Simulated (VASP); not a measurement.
# In3Se (Pm-3m) in VASP: a series of runs, part 2 of 2

VASP 6.6.1. The steps go on from the part before.

## Step 3: Single point, PBEsol

INCAR reads:

```
  PREC = Accurate
  ENCUT = 520
  EDIFF = 1E-7
  ISMEAR = 0
  SIGMA = 0.2
  LREAL = F
  LASPH = T
  NELM = 80
  ALGO = Normal
  ISIF = 2
  LWAVE = F
  LCHARG = F
  GGA = PS
  NBANDS = 30
```

KPOINTS reads:

```
regular mesh
0
Gamma
  10 10 10
```

POSCAR reads:

```
In3Se
1.0
    4.8037580000      0.0000000000      0.0000000000
    0.0000000000      4.8037580000      0.0000000000
    0.0000000000      0.0000000000      4.8037580000
In Se
3 1
Direct
    0.0000000000      0.5000000000      0.5000000000
    0.5000000000      0.0000000000      0.5000000000
    0.5000000000      0.5000000000      0.0000000000
    0.0000000000      0.0000000000      0.0000000000
```

Potentials or basis: VASP PAW PBE potentials, release 64 (In_d, Se).

Started as:

```console
$ cat potpaw_PBE.64/In_d/POTCAR potpaw_PBE.64/Se/POTCAR > POTCAR
$ mpirun -np 1 vasp_std > vasp.out
```

OUTCAR:

```text
PREC = Accurate
   ENCUT = 520
   EDIFF = 1E-7
   ISMEAR = 0
   LREAL = F
   LASPH = T
   NELM = 80
   ISIF = 2
   GGA = PS

 ion  position               nearest neighbor table
   1  0.000  0.500  0.500-   2 3.40   3 3.40   4 3.40   3 3.40   4 3.40   2 3.40   4 3.40   4 3.40
                             2 3.40   3 3.40   3 3.40   2 3.40
   2  0.500  0.000  0.500-   1 3.40   3 3.40   4 3.40   3 3.40   4 3.40   1 3.40   3 3.40   3 3.40
                             1 3.40   4 3.40   4 3.40   1 3.40
   3  0.500  0.500  0.000-   1 3.40   2 3.40   4 3.40   1 3.40   2 3.40   2 3.40   4 3.40   2 3.40
                             1 3.40   4 3.40   1 3.40   4 3.40
   4  0.000  0.000  0.000-   1 3.40   2 3.40   3 3.40   1 3.40   2 3.40   1 3.40   3 3.40   1 3.40
                             2 3.40   3 3.40   2 3.40   3 3.40

  LATTYP: Found a simple cubic cell.
 ALAT       =     4.8037580000

  Lattice vectors:

 A1 = (   4.8037580000,   0.0000000000,   0.0000000000)
 A2 = (   0.0000000000,   4.8037580000,   0.0000000000)
 A3 = (   0.0000000000,   0.0000000000,   4.8037580000)

Analysis of symmetry for initial positions (statically):
=====================================================================
 Subroutine PRICEL returns:
 Original cell was already a primitive cell.

 Routine SETGRP: Setting up the symmetry group for a
 simple cubic supercell.

 Subroutine GETGRP returns: Found 48 space group operations
[... 9 lines left out ...]

 Routine SETGRP: Setting up the symmetry group for a
 simple cubic supercell.

 Subroutine GETGRP returns: Found 48 space group operations
[... 11 lines left out ...]
                                     Primitive cell

  volume of cell :     110.8520

  direct lattice vectors                    reciprocal lattice vectors
     4.803758000  0.000000000  0.000000000     0.208170353  0.000000000  0.000000000
     0.000000000  4.803758000  0.000000000     0.000000000  0.208170353  0.000000000
     0.000000000  0.000000000  4.803758000     0.000000000  0.000000000  0.208170353

  length of vectors
     4.803758000  4.803758000  4.803758000     0.208170353  0.208170353  0.208170353

  position of ions in fractional coordinates (direct lattice)
     0.000000000  0.500000000  0.500000000
     0.500000000  0.000000000  0.500000000
     0.500000000  0.500000000  0.000000000
     0.000000000  0.000000000  0.000000000

  ion indices of the primitive-cell ions
   primitive index   ion index
                 1           1
                 2           2
                 3           3
                 4           4

----------------------------------------------------------------------------------------

 KPOINTS: regular mesh

Automatic generation of k-mesh.
 Grid dimensions read from file:
 generate k-points for:   10   10   10

 Generating k-lattice:

  Cartesian coordinates                     Fractional coordinates (reciprocal lattice)
     0.020817035  0.000000000  0.000000000     0.100000000  0.000000000  0.000000000
     0.000000000  0.020817035  0.000000000     0.000000000  0.100000000  0.000000000
     0.000000000  0.000000000  0.020817035     0.000000000  0.000000000  0.100000000

  Length of vectors
     0.020817035  0.020817035  0.020817035

  Shift w.r.t. Gamma in fractional coordinates (k-lattice)
     0.000000000  0.000000000  0.000000000

 Subroutine IBZKPT returns following result:
 ===========================================

 Found     56 irreducible k-points:

 Following reciprocal coordinates:
            Coordinates               Weight
  0.000000  0.000000  0.000000      1.000000
  0.100000  0.000000  0.000000      6.000000
  0.200000  0.000000  0.000000      6.000000
  0.300000  0.000000  0.000000      6.000000
  0.400000  0.000000  0.000000      6.000000
  0.500000  0.000000  0.000000      3.000000
[... 16 lines left out ...]
  0.200000  0.100000  0.100000     24.000000
  0.300000  0.100000  0.100000     24.000000
 [... further k-points ...]
   k-points           NKPTS =     56   k-points in BZ     NKDIM =     56   number of bands    NBANDS=     30
   number of dos      NEDOS =    301   number of ions     NIONS =      4
   total plane-waves  NPLWV =  46656
   dimension x,y,z NGX =    36 NGY =   36 NGZ =   36
   dimension x,y,z NGXF=    72 NGYF=   72 NGZF=   72
   ions per type =               3   1
   NGX,Y,Z   is equivalent  to a cutoff of  12.46, 12.46, 12.46 a.u.
   NGXF,Y,Z  is equivalent  to a cutoff of  24.92, 24.92, 24.92 a.u.
 SYSTEM =  unknown system
   PREC   = accura    normal or accurate (medium, high low for compatibility)
   ISTART =      0    job   : 0-new  1-cont  2-samecut
   ICHARG =      2    charge: 1-file 2-atom 10-const
   ISPIN  =      1    spin polarized calculation?
   LNONCOLLINEAR =      F non collinear calculations
   LSORBIT =      F    spin-orbit coupling
   LASPH  =      T    aspherical Exc in radial PAW
   ENCUT  =  520.0 eV  38.22 Ry    6.18 a.u.   8.93  8.93  8.93*2*pi/ulx,y,z
   NELM   =     80;   NELMIN=  2; NELMDL= -5     # of ELM steps
   EDIFF  = 0.1E-06   stopping-criterion for ELM
   LREAL  =      F    real-space projection
   EDIFFG = 0.1E-05   stopping-criterion for IOM
   NSW    =      0    number of steps for IOM
   IBRION =     -1    ionic relax: 0-MD 1-quasi-New 2-CG
   NFREE  =      0    steps in history (QN), initial steepest desc. (CG)
   ISIF   =      2    stress and relaxation
   ISYM   =      2    0-nonsym 1-usesym 2-fastsym
   POTIM  = 0.5000    time-step for ionic-motion
   TEBEG  =    0.0;   TEEND  =   0.0 temperature during run
   PSTRESS=    0.0 pullay stress
   NELECT =      45.0000    total number of electrons
   NUPDOWN=      -1.0000    fix difference up-down
   EMIN   =  10.00;   EMAX   =-10.00  energy-range for DOS
   EFERMI =   0.00;   METHOD = LEGACY
   ISMEAR =     0;   SIGMA  =   0.20  broadening in eV -4-tet -1-fermi 0-gaus
   EFERMI_NEDOS =   21; number of points for ismear=-14 and -15
   IALGO  =     38    algorithm
   IMIX   =      4    mixing-type and parameters
     AMIX     =   0.40;   BMIX     =  1.00
     AMIX_MAG =   1.60;   BMIX_MAG =  1.00
  volume/ion in A,a.u.               =      27.71       187.02
  Fermi-wavevector in a.u.,A,eV,Ry     =   1.212173  2.290675 19.991897  1.469363
  Thomas-Fermi vector in A             =   2.347665
   LORBIT       =      0    0 simple, 1 ext, 2 COOP (PROOUT), +10 PAW based schemes
   GGA     = PS    functional components
   LHFCALC =     F    Hartree Fock is set to
   AEXX    =    0.0000 exact exchange contribution
   IVDW    =     0    specifies the selected vdW correction
   LEPSILON=     F    determine dielectric tensor
   LRPA    =     F    only Hartree local field effects (RPA)
 non-spin polarized calculation
 Gauss-broadening in eV      SIGMA  =   0.20
  energy-cutoff  :      520.00
  volume of cell :      110.85
 maximum number of plane-waves:      3016
 NGX is ok and might be reduce to    36
   NGX = 17   NGY = 17   NGZ = 17

 number of electron      45.0000024 magnetization

 Free energy of the ion-electron system (eV)
  ---------------------------------------------------
  ext. energy  EPLUGINS =         0.00000000
  ---------------------------------------------------
  free energy    TOTEN  =       -13.16935531 eV

  energy without entropy =      -13.13773369  energy(sigma->0) =      -13.15354450

 E-fermi :   5.7541     XC(G=0):  -9.9011

 val. band max:        5.7520037986   @ k =   0.4000   0.2000   0.2000
 cond. band min:       5.7645294782   @ k =   0.5000   0.1000   0.0000
 fundamental gap:      0.0125256796
 Fermi energy:         5.7541148267

 k-point     1 :       0.0000    0.0000    0.0000
  band No.  band energies     occupation
      1      -8.8995      2.00000
      2      -8.8929      2.00000
      3      -8.8929      2.00000
      4      -8.8929      2.00000
      5      -8.7709      2.00000
      6      -8.7709      2.00000
[... 22 lines left out ...]
     29      11.0389      0.00000
     30      12.6104      0.00000

 k-point     2 :       0.1000    0.0000    0.0000
  band No.  band energies     occupation
      1      -8.8913      2.00000
      2      -8.8909      2.00000
      3      -8.8839      2.00000
      4      -8.8839      2.00000
      5      -8.7698      2.00000
      6      -8.7650      2.00000
[... 718 lines left out ...]
 k-point    24 :       0.3000    0.1000    0.1000
  band No.  band energies     occupation
      1      -8.8681      2.00000
      2      -8.8319      2.00000
      3      -8.8139      2.00000
      4      -8.7989      2.00000
      5      -8.7522      2.00000
      6      -8.7159      2.00000
[... 22 lines left out ...]
     29      10.5828      0.00000
     30      12.5391      0.00000

 [... further k-points ...]
[... 5 lines left out ...]
  --------------------------------------------------------------------------------------
  -------------------------------------------------------------------------------------
  Total       -2.0851958     -2.0851958     -2.0851958      0.0000000      0.0000000      0.0000000
  in kB      -30.1379747    -30.1379747    -30.1379747      0.0000000      0.0000000      0.0000000
  external PRESSURE =     -30.1379747 kB  Pullay stress =       0.0000000 kB

 VOLUME and BASIS-vectors are now :
 -----------------------------------------------------------------------------
  energy-cutoff  :      520.00
  volume of cell :      110.85
      direct lattice vectors                 reciprocal lattice vectors
     4.803758000  0.000000000  0.000000000     0.208170353  0.000000000  0.000000000
     0.000000000  4.803758000  0.000000000     0.000000000  0.208170353  0.000000000
     0.000000000  0.000000000  4.803758000     0.000000000  0.000000000  0.208170353

 POSITION                                       TOTAL-FORCE (eV/Angst)
 -----------------------------------------------------------------------------------
      0.00000      2.40188      2.40188         0.000000      0.000000      0.000000
      2.40188      0.00000      2.40188         0.000000      0.000000      0.000000
      2.40188      2.40188      0.00000         0.000000      0.000000      0.000000
      0.00000      0.00000      0.00000         0.000000      0.000000      0.000000
 -----------------------------------------------------------------------------------
    total drift:                                0.000000      0.000000      0.000000

  FREE ENERGIE OF THE ION-ELECTRON SYSTEM (eV)
  ---------------------------------------------------
  free  energy   TOTEN  =       -13.1693553093 eV

  energy  without entropy=      -13.1377336894  energy(sigma->0) =      -13.15354450
```

Wall time 3 min (1 thread of AMD EPYC 7R43 (Zen 3), shared host); peak memory 0.26 GiB.

What came out:

- Free energy: -13.1694 eV
- Pressure: -3.0 GPa

Caveat: the PAW data sets were made with another functional, which shifts forces and pressure a little; spin-orbit coupling is left out, which moves the levels of the heavy elements.

## Step 4: Single point, PBEsol

INCAR reads:

```
SYSTEM = In3Se
  PREC = Accurate
  ENCUT = 520
  EDIFF = 1E-6
  ISMEAR = 0
  SIGMA = 0.3
  LREAL = .False.
  LASPH = .True.
  NELM = 80
  ALGO = Normal
  ISIF = 2
  LWAVE = .False.
  LCHARG = .True.
  GGA = PS
  LELF = .True.
  LVHAR = .True.
  NBANDS = 30
```

KPOINTS reads:

```
Automatic mesh
0
Gamma
  10 10 10
  0 0 0
```

POSCAR is that of step 3.

Started as:

```console
$ cat potpaw_PBE.64/In_d/POTCAR potpaw_PBE.64/Se/POTCAR > POTCAR
$ mpirun -np 1 vasp_std > vasp.out
```

Wall time 3 min (1 thread of AMD EPYC 7R43 (Zen 3), shared host); peak memory 0.26 GiB.

The run converged. Its results:

- Free energy: -13.1881 eV
- Pressure: -3.0 GPa

Levels at points of the mesh, in eV from the Fermi level:
```tsv
k point	band 20	band 21	band 22	band 23	band 24	band 25	band 26	band 27
(0.00, 0.00, 0.00)	-3.22	-2.21	-2.21	1.16	1.16	1.16	4.20	4.20
(0.50, 0.00, 0.00)	-2.40	-1.66	-1.00	-0.07	-0.07	1.41	3.72	3.78
(0.50, 0.50, 0.00)	-1.90	-0.84	-0.66	-0.66	1.41	1.80	1.80	1.90
(0.50, 0.50, 0.50)	-4.12	-4.12	-4.12	-3.16	3.03	3.03	3.03	7.92
```

Caveat: the PAW data sets were made with another functional, which shifts forces and pressure a little; spin-orbit coupling is left out, which moves the levels of the heavy elements.

## Step 5: Single point, PBEsol

INCAR reads:

```
ALGO = Normal
EDIFF = 1E-7
ENCUT = 520
GGA = PS
ISIF = 2
ISMEAR = -1
LASPH = True
LCHARG = False
LREAL = False
LWAVE = False
NBANDS = 30
NELM = 100
PREC = Accurate
SIGMA = 0.01
```

KPOINTS reads:

```
k-points
0
Gamma
  10 10 10
```

POSCAR is that of step 4.

Started as:

```console
$ cat potpaw_PBE.64/In_d/POTCAR potpaw_PBE.64/Se/POTCAR > POTCAR
$ mpirun -np 1 vasp_std > vasp.out
```

Wall time 3.1 min (1 thread of AMD EPYC 7R43 (Zen 3), shared host); peak memory 0.26 GiB.

The run converged. Its results:

- Free energy: -13.1509 eV
- Pressure: -3.0 GPa

Levels at points of the mesh, in eV from the Fermi level:
```tsv
k point	band 18	band 19	band 20	band 21	band 22	band 23	band 24	band 25	band 26	band 27
(0.00, 0.00, 0.00)	-3.20	-3.20	-3.20	-2.20	-2.20	1.18	1.18	1.18	4.21	4.21
(0.50, 0.00, 0.00)	-4.92	-2.38	-2.38	-1.65	-0.98	-0.06	-0.06	1.42	3.72	3.79
(0.50, 0.50, 0.00)	-5.85	-5.66	-1.88	-0.83	-0.65	-0.65	1.42	1.81	1.81	1.91
(0.50, 0.50, 0.50)	-4.31	-4.31	-4.11	-4.11	-4.11	-3.15	3.05	3.05	3.05	7.94
```

Caveat: the PAW data sets were made with another functional, which shifts forces and pressure a little; spin-orbit coupling is left out, which moves the levels of the heavy elements.

## Step 6: The runs side by side

| smearing | gap on the mesh (eV) | pressure (GPa) |
| --- | --- | --- |
| gaussian 0.02 eV | none | -3.0 |
| gaussian 0.2 eV | none | -3.0 |
| gaussian 0.3 eV | none | -3.0 |
| fermi-dirac 0.01 eV | none | -3.0 |

Alike in all rows: task single point; level PBEsol; potentials or basis VASP PAW PBE potentials, release 64 (In_d, Se); no spin polarisation; cell as given; k mesh 10 × 10 × 10; cutoff (eV) 520.

Every run on the cell as given and a fine mesh finds a metal.

Caveats: the PAW data sets were made with another functional, which shifts forces and pressure a little; spin-orbit coupling is left out, which moves the levels of the heavy elements.

Absolute energies hang on the potentials; compare differences alone.
